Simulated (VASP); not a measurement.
# Ta: single point with PBEsol

Crystal: Ta.

```
Ta
1.0
    -1.58523    1.58523    1.58523
     1.58523   -1.58523    1.58523
     1.58523    1.58523   -1.58523
Ta
1
Direct
  0.00000 0.00000 0.00000
```

This cell differs from its parent crystal: strain -0.040 along x and y, -0.040 along z.

```yaml
Program: VASP 6.6.1
Task: single point
Functional: PBEsol
Potentials_or_basis: VASP PAW PBE potentials, release 64 (Ta_pv)
Cutoff: 520 eV
k_mesh: 20 × 20 × 20
Occupations: gaussian, width 0.15 eV
Spin: no spin polarisation
```

```json
{"Pressure": "26.6 GPa", "Band gap on the k mesh": "zero (an odd number of electrons rules out a gap without spin polarisation)"}
```

Levels at points of the mesh, in eV from the Fermi level:
```csv
k point,band 2,band 3,band 4,band 5,band 6,band 7,band 8,band 9
"(0.00, 0.00, 0.00)",-32.52,-32.52,-8.38,0.70,0.70,0.70,4.43,4.43
"(0.50, 0.00, 0.00)",-33.08,-32.54,-4.97,-1.96,2.28,4.41,5.59,9.09
"(0.50, 0.50, 0.50)",-33.72,-33.72,-4.61,-4.61,7.90,7.90,7.90,9.88
```

Wall time 40 s on 1 thread of Intel Xeon 8259CL, on a shared host, peak memory 0.16 GiB.

Caveat: the cell differs from its parent crystal (strain -0.040 along x and y, -0.040 along z); the cell stands under pressure; the PAW data sets were made with another functional, which shifts forces and pressure a little; spin-orbit coupling is left out, which moves the levels of the heavy elements.
